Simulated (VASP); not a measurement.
Runs of VASP 6.6.1 on CO2. The structure is trigonal, space group P-3m1 (No. 164). The conventional cell has a = 2.690 Å, b = 2.690 Å, c = 4.304 Å, α = 90.00°, β = 90.00°, γ = 120.00°. Within 2.5 Å of C (site symmetry -3m) lie 6 O at 1.89 Å. O (site symmetry 3m) has 3 C at 1.89 Å within 2.5 Å. 

| cell | gap on the mesh (eV) | pressure (GPa) | largest force (eV/Å) |
| --- | --- | --- | --- |
| relaxed to 5 GPa | 4.65 | 4.8 | 0.01 |
| relaxed to 10 GPa | 4.68 | 10.0 | 0.02 |
| relaxed to 20 GPa | (a) | 20.1 | - |
| relaxed | 4.60 | -0.1 | 0.01 |

Alike in all rows: task relaxation of cell and atoms; level PBE; potentials or basis VASP PAW PBE potentials, release 64 (C, O); no spin polarisation; k mesh 9 × 9 × 5; cutoff (eV) 600; smearing methfessel-paxton 0.01 eV.

Task: Estimate the missing entries.

Result: (a) 4.74.

Caveats: the cell is relaxed towards a set pressure, so the run minimises the enthalpy, not the energy (at least some runs); this functional lacks dispersion, which binds layers or chains, so the pressure and a relaxed spacing across them are unreliable (at least some runs).

A k mesh can miss the band edges.
